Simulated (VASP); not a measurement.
**Ti: single point with PBE**

System: Ti, a slab with vacuum.

```xyz
8
Lattice="2.8709 0.0000 0.0000 0.0000 4.0600 0.0000 0.0000 0.0000 25.0480" Properties=species:S:1:pos:R:3 pbc="T T T"
Ti    1.4354    2.0300    7.5000
Ti    0.0000    0.0000    8.9354
Ti    1.4354    2.0300   10.3709
Ti    0.0000    0.0000   11.8063
Ti    1.4354    2.0300   13.2417
Ti    0.0000    0.0000   14.6771
Ti    1.4354    2.0300   16.1126
Ti    0.0000    0.0000   17.5480
```

```yaml
Program: VASP 6.6.1
Task: single point
Functional: PBE
Potentials_or_basis: VASP PAW PBE potentials, release 64 (Ti_sv)
Cutoff: 520 eV
k_mesh: 9 × 7 × 1
Occupations: fermi-dirac, width 0.05 eV
Spin: no spin polarisation
```

```
Largest force          : 0.409 eV/Å
Band gap on the k mesh : zero (bands 48 and 49 overlap by 0.48 eV)
```

Forces in eV/Å, atoms in the order of the input:
```
Ti   0.000  0.000  0.409
Ti   0.000  0.000 -0.336
Ti   0.000  0.000 -0.337
Ti   0.000  0.000  0.006
Ti   0.000  0.000 -0.006
Ti   0.000  0.000  0.337
Ti   0.000  0.000  0.336
Ti   0.000  0.000 -0.409
```

Levels at points of the mesh, in eV from the Fermi level:
```tsv
k point	band 44	band 45	band 46	band 47	band 48	band 49	band 50	band 51	band 52	band 53
(0.00, 0.00, 0.00)	-0.53	-0.26	-0.17	0.04	0.12	0.26	0.30	0.39	0.54	0.74
```

Wall time 26 min on 1 thread of Intel Xeon 8259CL, on a shared host, peak memory 0.48 GiB.
